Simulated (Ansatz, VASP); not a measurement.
# TaC in VASP and in Ansatz

POSCAR

```
TaC
1.0
    0.0000000000      2.2270000000      2.2270000000
    2.2270000000      0.0000000000      2.2270000000
    2.2270000000      2.2270000000      0.0000000000
Ta C
1 1
Direct
    0.0000000000      0.0000000000      0.0000000000
    0.5000000000      0.5000000000      0.5000000000
```

The input INCAR.step1:

```
SYSTEM = TaC
PREC     = Accurate       ! precision mode
ENCUT    = 660            ! plane-wave cutoff, eV
ISMEAR   = 0              ! smearing method
SIGMA    = 0.15           ! smearing width, eV
LREAL    = .False.        ! projectors in reciprocal space
LASPH    = .True.         ! aspherical terms in the spheres
NELM     = 120            ! most SCF steps
NBANDS   = 14             ! bands
GGA      = PE             ! functional
ALGO     = Normal         ! electronic algorithm
EDIFF    = 1E-5           ! SCF threshold, eV
LWAVE    = .True.         ! write WAVECAR
LCHARG   = .False.        ! write CHGCAR
GGA_COMPAT= .False.
```

File INCAR.step2:

```
SYSTEM = TaC
PREC     = Accurate       ! precision mode
ENCUT    = 660            ! plane-wave cutoff, eV
EDIFF    = 1E-6           ! SCF threshold, eV
ISMEAR   = 0              ! smearing method
SIGMA    = 0.15           ! smearing width, eV
LREAL    = .False.        ! projectors in reciprocal space
LASPH    = .True.         ! aspherical terms in the spheres
NELM     = 120            ! most SCF steps
ALGO     = Normal         ! electronic algorithm
ISIF     = 2              ! what is computed and relaxed
LWAVE    = .False.        ! write WAVECAR
LCHARG   = .False.        ! write CHGCAR
METAGGA  = R2SCAN         ! meta-GGA
LMIXTAU  = .True.       
NBANDS   = 14             ! bands
ISTART   = 1            
GGA_COMPAT= .False.
```

The input KPOINTS:

```
regular mesh
0
Gamma
  20 20 20
  0 0 0
```

Input for Ansatz:

```yaml
crystal:
  lattice:
    - [0.0, 2.227, 2.227]
    - [2.227, 0.0, 2.227]
    - [2.227, 2.227, 0.0]
  atoms:
    - { symbol: Ta, position: [0.0, 0.0, 0.0] }
    - { symbol: C, position: [0.5, 0.5, 0.5] }
basis:
  ecutwfc: 500
kpoints:
  mp_grid: { grid: [20, 20, 20] }
hamiltonian:
  xc: r2scan
scf:
  occupations: { method: gaussian, width: 0.15 }
output:
  forces: true
  stress: true
  eigenvalues: true
```

Alike in both runs: task single point; functional r2SCAN; k mesh 20 × 20 × 20; occupations gaussian, width 0.15 eV; no spin polarisation.

|  | VASP | Ansatz |
| --- | --- | --- |
| version | VASP 6.6.1 | Ansatz 0.2.0 |
| potentials or method | VASP PAW PBE potentials, release 64 (Ta_pv, C), cutoff 660 eV | scalar-relativistic, plane waves, PAW |
| valence electrons in the cell | 15 | 17 |

|  | VASP | Ansatz | Ansatz less VASP |
| --- | --- | --- | --- |
| gap on the k mesh at the Fermi level (eV) | none | none | - |
| pressure (GPa) | 3.0 | 1.9 | -1.14 |

VASP's potentials were made for PBE, not for r2SCAN. A gap of «none» marks a metal or a gap that the smearing closes. VASP's potentials hold 15 valence electrons a cell and Ansatz's 17, so a difference there can come from the potentials and not from the codes.

Spin-orbit coupling is off throughout.
